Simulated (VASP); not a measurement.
A run of VASP 6.6.1 is set up as follows.

File INCAR:

```
SYSTEM = MgS
ALGO = Normal ; EDIFF = 1E-8
ENCUT = 520 ; GGA = PE
ISIF = 2 ; ISMEAR = -1
LASPH = .TRUE. ; LCHARG = .FALSE.
LEFG = .TRUE. ; LREAL = .FALSE.
LWAVE = .FALSE. ; NBANDS = 11
NELM = 100 ; PREC = Accurate
SIGMA = 0.01
```

File KPOINTS:

```
k-points
0
G
  8 8 8
  0 0 0
```

The input POSCAR:

```
MgS
1.0
    0.0000000000      2.6188799723      2.6188799723
    2.6188799723      0.0000000000      2.6188799723
    2.6188799723      2.6188799723      0.0000000000
Mg S
1 1
Direct
    0.0000000000      0.0000000000      0.0000000000
    0.5000000000      0.5000000000      0.5000000000
```

Potentials or basis: VASP PAW PBE potentials, release 64 (Mg, S).

The run is started by

```bash
$ cat potpaw_PBE.64/Mg/POTCAR potpaw_PBE.64/S/POTCAR > POTCAR
$ mpirun -np 1 vasp_std > vasp.out
```

**Question.** Predict the band gap on the k mesh.

**Answer.** 2.73 eV, indirect (least direct gap 3.56 eV).

**Question.** Estimate the pressure.

**Answer.** -0.6 GPa.

Caveat: without QUAD_EFG the Cq values of the log hold for a quadrupole moment of 1 mb, not for the nuclei. A k mesh can miss the band edges.
